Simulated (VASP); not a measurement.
Here is a VASP 6.6.1 calculation.

The input INCAR:

```
SYSTEM = BN
PREC = Accurate
ENCUT = 600
EDIFF = 1E-7
ISMEAR = -1
SIGMA = 0.02
LREAL = .False.
LASPH = .True.
NELM = 120
ALGO = Normal
ISIF = 3
LWAVE = .False.
LCHARG = .False.
GGA = PE
IBRION = 2
NSW = 80
EDIFFG = -0.005
GGA_COMPAT = .False.
NELMIN = 4
```

KPOINTS

```
regular mesh
0
Gamma
  12 12 8
  0 0 0
```

The input POSCAR:

```
BN
1.0
    2.5265182643      0.0000000000      0.0000000000
   -1.2632591321      2.1880290000      0.0000000000
    0.0000000000      0.0000000000      3.1579800000
B N
2 2
Direct
    0.3333333333      0.6666666667      0.2500000000
    0.6666666667      0.3333333333      0.7500000000
    0.6666666667      0.3333333333      0.2500000000
    0.3333333333      0.6666666667      0.7500000000
```

Potentials or basis: VASP PAW PBE potentials, release 64 (B, N).

Launch:

```bash
$ cat potpaw_PBE.64/B/POTCAR potpaw_PBE.64/N/POTCAR > POTCAR
$ mpirun -np 1 vasp_std > vasp.out
```

Task: Estimate the relaxed volume.

Result: 6.76 Å³/atom.

Task: Predict the space group after relaxing (to 0.1 Å).

Result: P6_3/mmc (No. 194).

Task: Estimate the band gap on the k mesh.

Result: 3.54 eV (least direct gap 4.29 eV).

Final structure:
```cif
data_structure
_symmetry_space_group_name_H-M 'P 1'
_symmetry_Int_Tables_number 1
_cell_length_a 2.5195
_cell_length_b 2.5195
_cell_length_c 4.9172
_cell_angle_alpha 90.000
_cell_angle_beta 90.000
_cell_angle_gamma 120.000
_cell_volume 27.03
loop_
_atom_site_label
_atom_site_type_symbol
_atom_site_fract_x
_atom_site_fract_y
_atom_site_fract_z
_atom_site_occupancy
B1 B 0.33333 0.66667 0.25000 1
B2 B 0.66667 0.33333 0.75000 1
N1 N 0.66667 0.33333 0.25000 1
N2 N 0.33333 0.66667 0.75000 1
```

Caveat: the volume moved by over 15 % at a fixed basis, so the end points are rough. A k mesh can miss the band edges.
